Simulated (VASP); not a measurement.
# SiC (P6_3mc) in VASP: settings compared

Aim: see how the results for SiC move with the level of theory and the settings. Levels: r2SCAN, PBE. Tasks: single point.

Program: VASP 6.6.1. These are calculated values, not measurements. Logs are shortened: lines on timing, memory, paths and dates and some standing lists are left out, and cuts for length are marked.

### Step 1. The cell of the first run

The structure is hexagonal, space group P6_3mc (No. 186). Conventional cell: a = 3.046 Å, b = 3.046 Å, c = 9.975 Å, α = 90.00°, β = 90.00°, γ = 120.00°. Si (site symmetry 3m) has 4 C at 1.86 to 1.87 Å within 2.5 Å. Within 2.5 Å of Si (site symmetry 3m) lie 4 C at 1.87 to 1.88 Å. Within 2.5 Å of C (site symmetry 3m) lie 4 Si at 1.87 Å. C (site symmetry 3m) has 4 Si at 1.86 to 1.88 Å within 2.5 Å.

### Step 2. Single point, r2SCAN (10.02 Å³/atom)

Contents of POSCAR:

```
SiC
1.0
    3.0464664946      0.0000000001      0.0000000000
   -1.5232332474      2.6383173761      0.0000000000
    0.0000000000      0.0000000000      9.9749307494
Si C
4 4
Direct
    0.0000000000      0.0000000000     -0.0001405664
    0.3333333333      0.6666666667      0.2499083814
    0.0000000000      0.0000000000      0.4998594336
    0.6666666667      0.3333333333      0.7499083814
    0.0000000000      0.0000000000      0.1872833956
    0.3333333333      0.6666666667      0.4379487895
    0.0000000000      0.0000000000      0.6872833956
    0.6666666667      0.3333333333      0.9379487895
```

Contents of INCAR.step1:

```
PREC = Accurate
ENCUT = 520
ISMEAR = 0
SIGMA = 0.01
LREAL = F
LASPH = T
NELM = 100
NBANDS = 26
GGA = PE
ALGO = Normal
EDIFF = 1E-4
LWAVE = T
LCHARG = F
```

Contents of INCAR.step2:

```
PREC = Accurate
ENCUT = 520
EDIFF = 1E-6
ISMEAR = 0
SIGMA = 0.01
LREAL = F
LASPH = T
NELM = 100
ALGO = Normal
ISIF = 2
LWAVE = F
LCHARG = T
METAGGA = R2SCAN
LMIXTAU = T
LELF = T
LVHAR = T
NBANDS = 26
ISTART = 1
```

Contents of KPOINTS:

```
Automatic mesh
0
Gamma
  9 9 2
```

Potentials or basis: VASP PAW PBE potentials, release 64 (Si, C).

Run with:

```bash
cat potpaw_PBE.64/Si/POTCAR potpaw_PBE.64/C/POTCAR > POTCAR
cp INCAR.step1 INCAR
mpirun -np 1 vasp_std > vasp.out
cp INCAR.step2 INCAR
mpirun -np 1 vasp_std > vasp.out
```

OUTCAR:

```text
PREC = Accurate
   ENCUT = 520
   EDIFF = 1E-6
   ISMEAR = 0
   LREAL = F
   LASPH = T
   NELM = 100
   ISIF = 2
   METAGGA = R2SCAN
   ISTART = 1

 ion  position               nearest neighbor table
   1  0.000  0.000  1.000-   8 1.86   8 1.86   8 1.86   5 1.87   4 3.05   4 3.05   4 3.05   2 3.05
                             2 3.05   2 3.05
   2  0.333  0.667  0.250-   5 1.87   5 1.87   5 1.87   6 1.88   3 3.05   3 3.05   3 3.05   1 3.05
                             1 3.05   1 3.05
   3  0.000  0.000  0.500-   6 1.86   6 1.86   6 1.86   7 1.87   2 3.05   2 3.05   2 3.05   4 3.05
                             4 3.05   4 3.05
   4  0.667  0.333  0.750-   7 1.87   7 1.87   7 1.87   8 1.88   1 3.05   1 3.05   1 3.05   3 3.05
                             3 3.05   3 3.05
   5  0.000  0.000  0.187-   2 1.87   2 1.87   2 1.87   1 1.87
   6  0.333  0.667  0.438-   3 1.86   3 1.86   3 1.86   2 1.88
   7  0.000  0.000  0.687-   4 1.87   4 1.87   4 1.87   3 1.87
   8  0.667  0.333  0.938-   1 1.86   1 1.86   1 1.86   4 1.88

  LATTYP: Found a hexagonal cell.
 ALAT       =     3.0464664946
 C/A-ratio  =     3.2742624175

  Lattice vectors:

 A1 = (   3.0464664946,   0.0000000001,   0.0000000000)
 A2 = (  -1.5232332474,   2.6383173761,   0.0000000000)
 A3 = (   0.0000000000,   0.0000000000,   9.9749307494)

Analysis of symmetry for initial positions (statically):
=====================================================================
 Subroutine PRICEL returns:
 Original cell was already a primitive cell.

 Routine SETGRP: Setting up the symmetry group for a
 hexagonal supercell.

 Subroutine GETGRP returns: Found 12 space group operations
 (whereof  6 operations were pure point group operations)
 out of a pool of 24 trial point group operations.

The static configuration has the point symmetry C_3v.
 The point group associated with its full space group is C_6v.

Analysis of symmetry for dynamics (positions and initial velocities):
=====================================================================
 Subroutine PRICEL returns:
 Original cell was already a primitive cell.

 Routine SETGRP: Setting up the symmetry group for a
 hexagonal supercell.

 Subroutine GETGRP returns: Found 12 space group operations
 (whereof  6 operations were pure point group operations)
 out of a pool of 24 trial point group operations.

The dynamic configuration has the point symmetry C_3v.
 The point group associated with its full space group is C_6v.

 Subroutine INISYM returns: Found 12 space group operations
 (whereof  6 operations are pure point group operations),
 and found     1 'primitive' translations

----------------------------------------------------------------------------------------

                                     Primitive cell

  volume of cell :      80.1740

  direct lattice vectors                    reciprocal lattice vectors
     3.046466495  0.000000000  0.000000000     0.328249138  0.189514728  0.000000000
    -1.523233247  2.638317376  0.000000000    -0.000000000  0.379029456  0.000000000
     0.000000000  0.000000000  9.974930749     0.000000000  0.000000000  0.100251323

  length of vectors
     3.046466495  3.046466495  9.974930749     0.379029456  0.379029456  0.100251323

  position of ions in fractional coordinates (direct lattice)
     0.000000000  0.000000000  0.999859434
     0.333333333  0.666666667  0.249908381
     0.000000000  0.000000000  0.499859434
     0.666666667  0.333333333  0.749908381
     0.000000000  0.000000000  0.187283396
     0.333333333  0.666666667  0.437948789
     0.000000000  0.000000000  0.687283396
     0.666666667  0.333333333  0.937948789

  ion indices of the primitive-cell ions
   primitive index   ion index
                 1           1
                 2           2
                 3           3
                 4           4
                 5           5
                 6           6
                 7           7
                 8           8

----------------------------------------------------------------------------------------

 KPOINTS: Automatic mesh

Automatic generation of k-mesh.
 Grid dimensions read from file:
 generate k-points for:    9    9    2

 Generating k-lattice:

  Cartesian coordinates                     Fractional coordinates (reciprocal lattice)
     0.036472126  0.021057192  0.000000000     0.111111111  0.000000000  0.000000000
    -0.000000000  0.042114384  0.000000000     0.000000000  0.111111111  0.000000000
     0.000000000  0.000000000  0.050125661     0.000000000  0.000000000  0.500000000

  Length of vectors
     0.042114384  0.042114384  0.050125661

  Shift w.r.t. Gamma in fractional coordinates (k-lattice)
     0.000000000  0.000000000  0.000000000

 Subroutine IBZKPT returns following result:
 ===========================================

 Found     24 irreducible k-points:

 Following reciprocal coordinates:
            Coordinates               Weight
  0.000000  0.000000  0.000000      1.000000
  0.111111 -0.000000  0.000000      6.000000
  0.222222 -0.000000  0.000000      6.000000
  0.333333 -0.000000  0.000000      6.000000
  0.444444 -0.000000  0.000000      6.000000
  0.111111  0.111111  0.000000      6.000000
[... 16 lines left out ...]
  0.333333  0.222222  0.500000     12.000000
  0.333333  0.333333  0.500000      2.000000
   k-points           NKPTS =     24   k-points in BZ     NKDIM =     24   number of bands    NBANDS=     26
   number of dos      NEDOS =    301   number of ions     NIONS =      8
   total plane-waves  NPLWV =  46080
   dimension x,y,z NGX =    24 NGY =   24 NGZ =   80
   dimension x,y,z NGXF=    48 NGYF=   48 NGZF=  160
   ions per type =               4   4
   NGX,Y,Z   is equivalent  to a cutoff of  13.10, 13.10, 13.33 a.u.
   NGXF,Y,Z  is equivalent  to a cutoff of  26.19, 26.19, 26.67 a.u.
 SYSTEM =  unknown system
   PREC   = accura    normal or accurate (medium, high low for compatibility)
   ISTART =      1    job   : 0-new  1-cont  2-samecut
   ICHARG =      0    charge: 1-file 2-atom 10-const
   ISPIN  =      1    spin polarized calculation?
   LNONCOLLINEAR =      F non collinear calculations
   LSORBIT =      F    spin-orbit coupling
   LASPH  =      T    aspherical Exc in radial PAW
   ENCUT  =  520.0 eV  38.22 Ry    6.18 a.u.   5.66  5.66 18.55*2*pi/ulx,y,z
   NELM   =    100;   NELMIN=  2; NELMDL=  0     # of ELM steps
   EDIFF  = 0.1E-05   stopping-criterion for ELM
   LREAL  =      F    real-space projection
   EDIFFG = 0.1E-04   stopping-criterion for IOM
   NSW    =      0    number of steps for IOM
   IBRION =     -1    ionic relax: 0-MD 1-quasi-New 2-CG
   NFREE  =      0    steps in history (QN), initial steepest desc. (CG)
   ISIF   =      2    stress and relaxation
   ISYM   =      2    0-nonsym 1-usesym 2-fastsym
   POTIM  = 0.5000    time-step for ionic-motion
   TEBEG  =    0.0;   TEEND  =   0.0 temperature during run
   PSTRESS=    0.0 pullay stress
   NELECT =      32.0000    total number of electrons
   NUPDOWN=      -1.0000    fix difference up-down
   EMIN   =  10.00;   EMAX   =-10.00  energy-range for DOS
   EFERMI =   0.00;   METHOD = LEGACY
   ISMEAR =     0;   SIGMA  =   0.01  broadening in eV -4-tet -1-fermi 0-gaus
   EFERMI_NEDOS =   21; number of points for ismear=-14 and -15
   IALGO  =     38    algorithm
   IMIX   =      4    mixing-type and parameters
     AMIX     =   0.40;   BMIX     =  1.00
     AMIX_MAG =   1.60;   BMIX_MAG =  1.00
  volume/ion in A,a.u.               =      10.02        67.63
  Fermi-wavevector in a.u.,A,eV,Ry     =   1.205351  2.277784 19.767527  1.452872
  Thomas-Fermi vector in A             =   2.341050
   LORBIT       =      0    0 simple, 1 ext, 2 COOP (PROOUT), +10 PAW based schemes
   METAGGA = R2SCAN    functional components
   LHFCALC =     F    Hartree Fock is set to
   AEXX    =    0.0000 exact exchange contribution
   IVDW    =     0    specifies the selected vdW correction
   LEPSILON=     F    determine dielectric tensor
   LRPA    =     F    only Hartree local field effects (RPA)
 non-spin polarized calculation
 Gauss-broadening in eV      SIGMA  =   0.01
  energy-cutoff  :      520.00
  volume of cell :       80.17
 maximum number of plane-waves:      2210
 NGX is ok and might be reduce to    24
   NGX = 11   NGY = 11   NGZ = 37

 number of electron      31.9999999 magnetization

 Free energy of the ion-electron system (eV)
  ---------------------------------------------------
  ext. energy  EPLUGINS =         0.00000000
  ---------------------------------------------------
  free energy    TOTEN  =       -77.25342837 eV

  energy without entropy =      -77.25342837  energy(sigma->0) =      -77.25342837

 E-fermi :   8.4804     XC(G=0): -12.0742

 val. band max:        8.4145598702   @ k =   0.0000   0.0000   0.0000
 cond. band min:      11.1619406884   @ k =   0.4444  -0.0000   0.0000
 fundamental gap:      2.7473808182
 Fermi energy:         8.4804196929

 k-point     1 :       0.0000    0.0000    0.0000
  band No.  band energies     occupation
      1      -8.1035      2.00000
      2      -6.8558      2.00000
      3      -6.8151      2.00000
      4      -4.3583      2.00000
      5      -0.6640      2.00000
      6       3.7881      2.00000
[... 18 lines left out ...]
     25      16.6214      0.00000
     26      17.2262      0.00000

 k-point     2 :       0.1111   -0.0000    0.0000
  band No.  band energies     occupation
      1      -7.8761      2.00000
      2      -6.6366      2.00000
      3      -6.5949      2.00000
      4      -4.1696      2.00000
      5      -0.4534      2.00000
      6       3.8467      2.00000
[... 18 lines left out ...]
     25      16.8834      0.00000
[... 608 lines left out ...]
     25      18.6707      0.00000
     26      18.6707      0.00000

 k-point    24 :       0.3333    0.3333    0.5000
  band No.  band energies     occupation
      1      -3.2865      2.00000
      2      -3.2865      2.00000
      3      -3.2094      2.00000
      4      -3.2094      2.00000
      5       0.6980      2.00000
      6       0.6980      2.00000
[... 18 lines left out ...]
     25      19.8832      0.00000
     26      19.8842      0.00000

------------------------ aborting loop because EDIFF is reached ----------------------------------------

  FORCE on cell =-STRESS in cart. coord.  units (eV):
  Direction    XX          YY          ZZ          XY          YZ          ZX
  --------------------------------------------------------------------------------------
  -------------------------------------------------------------------------------------
  Total        3.5952992      3.5952992      3.5380032     -0.0000000      0.0000000      0.0000000
  in kB       71.8476045     71.8476045     70.7026147     -0.0000000      0.0000000      0.0000000
  external PRESSURE =      71.4659412 kB  Pullay stress =       0.0000000 kB

 VOLUME and BASIS-vectors are now :
 -----------------------------------------------------------------------------
  energy-cutoff  :      520.00
  volume of cell :       80.17
      direct lattice vectors                 reciprocal lattice vectors
     3.046466495  0.000000000  0.000000000     0.328249138  0.189514728  0.000000000
    -1.523233247  2.638317376  0.000000000    -0.000000000  0.379029456  0.000000000
     0.000000000  0.000000000  9.974930749     0.000000000  0.000000000  0.100251323

 POSITION                                       TOTAL-FORCE (eV/Angst)
 -----------------------------------------------------------------------------------
      0.00000      0.00000      9.97353         0.000000      0.000000     -0.004260
     -0.00000      1.75888      2.49282         0.000000     -0.000000      0.009043
      0.00000      0.00000      4.98606        -0.000000     -0.000000     -0.004260
      1.52323      0.87944      7.48028        -0.000000      0.000000      0.009043
      0.00000      0.00000      1.86814         0.000000     -0.000000      0.000377
     -0.00000      1.75888      4.36851        -0.000000      0.000000     -0.005160
      0.00000      0.00000      6.85560        -0.000000      0.000000      0.000377
      1.52323      0.87944      9.35597         0.000000     -0.000000     -0.005160
 -----------------------------------------------------------------------------------
    total drift:                                0.000000      0.000000      0.000571

  FREE ENERGIE OF THE ION-ELECTRON SYSTEM (eV)
  ---------------------------------------------------
  free  energy   TOTEN  =       -77.2534283670 eV

  energy  without entropy=      -77.2534283670  energy(sigma->0) =      -77.25342837
```

Wall time 4.6 min (1 thread of Intel Xeon 8259CL, shared host); peak memory 0.22 GiB.

Results:

* Free energy: -77.2534 eV
* Pressure: 7.1 GPa
* Largest force: 0.009 eV/Å
* Band gap on the k mesh: 2.75 eV (least direct gap 3.90 eV)

Forces in eV/Å, atoms in the order of the input:
```
Si   0.000  0.000 -0.004
Si   0.000  0.000  0.009
Si   0.000  0.000 -0.004
Si   0.000  0.000  0.009
C    0.000  0.000  0.000
C    0.000  0.000 -0.005
C    0.000  0.000  0.000
C    0.000  0.000 -0.005
```

Stress tensor (GPa, compression positive):
```
7.18 0.00 0.00
0.00 7.18 0.00
0.00 0.00 7.07
```

Caveat: the cell stands under pressure; the PAW data sets were made with another functional, which shifts forces and pressure a little.

### Step 3. Single point, r2SCAN

This run uses another cell than the first one, of 10.33 Å³/atom.

Edit POSCAR of step 2 so:

```diff
@@ -2,5 +2,5 @@
 1.0
-    3.0464664946      0.0000000001      0.0000000000
-   -1.5232332474      2.6383173761      0.0000000000
-    0.0000000000      0.0000000000      9.9749307494
+    3.0775550346      0.0000000001      0.0000000000
+   -1.5387775174      2.6652408415      0.0000000000
+    0.0000000000      0.0000000000     10.0767227875
 Si C
```

Contents of INCAR.step1:

```
SYSTEM = SiC
ALGO = Normal ; EDIFF = 1E-4
ENCUT = 520 ; GGA = PE
ISMEAR = 0 ; LASPH = .True.
LCHARG = .False. ; LREAL = .False.
LWAVE = .True. ; NBANDS = 26
NELM = 80 ; PREC = Accurate
SIGMA = 0.01
```

Contents of INCAR.step2:

```
SYSTEM = SiC
ALGO = Normal ; EDIFF = 1E-6
ENCUT = 520 ; ISIF = 2
ISMEAR = 0 ; ISTART = 1
LASPH = .True. ; LCHARG = .True.
LELF = .True. ; LMIXTAU = .True.
LREAL = .False. ; LVHAR = .True.
LWAVE = .False. ; METAGGA = R2SCAN
NBANDS = 26 ; NELM = 80
PREC = Accurate ; SIGMA = 0.01
```

Contents of KPOINTS:

```
k-points
0
Gamma
  9 9 2
  0 0 0
```

Potentials or basis: VASP PAW PBE potentials, release 64 (Si, C).

Run with:

```bash
cat potpaw_PBE.64/Si/POTCAR potpaw_PBE.64/C/POTCAR > POTCAR
cp INCAR.step1 INCAR
mpirun -np 1 vasp_std > vasp.out
cp INCAR.step2 INCAR
mpirun -np 1 vasp_std > vasp.out
```

It took 4.4 min on 1 thread of Intel Xeon 8259CL, shared host; peak memory 0.22 GiB.

Results (log left out):

- Free energy: -77.3069 eV
- Pressure: -0.2 GPa
- Band gap on the k mesh: 2.73 eV (least direct gap 3.87 eV)

Levels at points of the mesh, in eV from the valence-band top:
| k point | band 14 | band 15 | band 16 | band 17 | band 18 | band 19 |
| --- | --- | --- | --- | --- | --- | --- |
| (0.00, 0.00, 0.00) | -0.05 | 0.00 | 0.00 | 5.67 | 6.26 | 6.89 |
| (0.00, 0.00, 0.50) | -0.22 | -0.22 | -0.22 | 5.88 | 5.88 | 7.37 |

Caveat: the PAW data sets were made with another functional, which shifts forces and pressure a little. A k mesh can miss the band edges.

### Step 4. Single point, r2SCAN (10.64 Å³/atom)

This run uses another cell than the first one, of 10.64 Å³/atom.

Edit POSCAR of step 3 so:

```diff
@@ -2,5 +2,5 @@
 1.0
-    3.0775550346      0.0000000001      0.0000000000
-   -1.5387775174      2.6652408415      0.0000000000
-    0.0000000000      0.0000000000     10.0767227875
+    3.1080278583      0.0000000001      0.0000000000
+   -1.5540139292      2.6916310810      0.0000000000
+    0.0000000000      0.0000000000     10.1764988090
 Si C
```

Contents of INCAR.step1:

```
SYSTEM = SiC
ALGO = Normal ; EDIFF = 1E-4
ENCUT = 520 ; GGA = PE
ISMEAR = 0 ; LASPH = .TRUE.
LCHARG = .FALSE. ; LREAL = .FALSE.
LWAVE = .TRUE. ; NBANDS = 26
NELM = 80 ; PREC = Accurate
SIGMA = 0.01
```

Contents of INCAR.step2:

```
SYSTEM = SiC
ALGO = Normal ; EDIFF = 1E-7
ENCUT = 520 ; ISIF = 2
ISMEAR = 0 ; ISTART = 1
LASPH = .TRUE. ; LCHARG = .FALSE.
LMIXTAU = .TRUE. ; LREAL = .FALSE.
LWAVE = .FALSE. ; METAGGA = R2SCAN
NBANDS = 26 ; NELM = 80
PREC = Accurate ; SIGMA = 0.01
```

Contents of KPOINTS:

```
k-points
0
G
  9 9 2
  0 0 0
```

Run with:

```bash
cat potpaw_PBE.64/Si/POTCAR potpaw_PBE.64/C/POTCAR > POTCAR
cp INCAR.step1 INCAR
mpirun -np 1 vasp_std > vasp.out
cp INCAR.step2 INCAR
mpirun -np 1 vasp_std > vasp.out
```

It took 5.2 min on 1 thread of Intel Xeon 8259CL, shared host; peak memory 0.22 GiB.

Results (log left out):

| Property | Result |
| --- | --- |
| Free energy | -77.2547 eV |
| Pressure | -6.5 GPa |
| Largest force | 0.011 eV/Å |
| Band gap on the k mesh | 2.71 eV (least direct gap 3.84 eV) |

Forces on the atoms (eV/Å):
```
Si   0.000  0.000  0.006
Si   0.000  0.000 -0.011
Si   0.000  0.000  0.006
Si   0.000  0.000 -0.011
C    0.000  0.000  0.000
C    0.000  0.000  0.005
C    0.000  0.000  0.000
C    0.000  0.000  0.005
```

Stress tensor (GPa, compression positive):
```
-6.54  0.00  0.00
 0.00 -6.54  0.00
 0.00  0.00 -6.45
```

Levels at points of the mesh, in eV from the valence-band top:
```csv
k point,band 14,band 15,band 16,band 17,band 18,band 19
"(0.00, 0.00, 0.00)",-0.05,0.00,0.00,5.39,5.98,6.53
"(0.00, 0.00, 0.50)",-0.22,-0.22,-0.22,5.60,5.60,7.06
```

Caveat: the cell stands under tension; the PAW data sets were made with another functional, which shifts forces and pressure a little. A k mesh can miss the band edges.

[end of part 1 of 2]
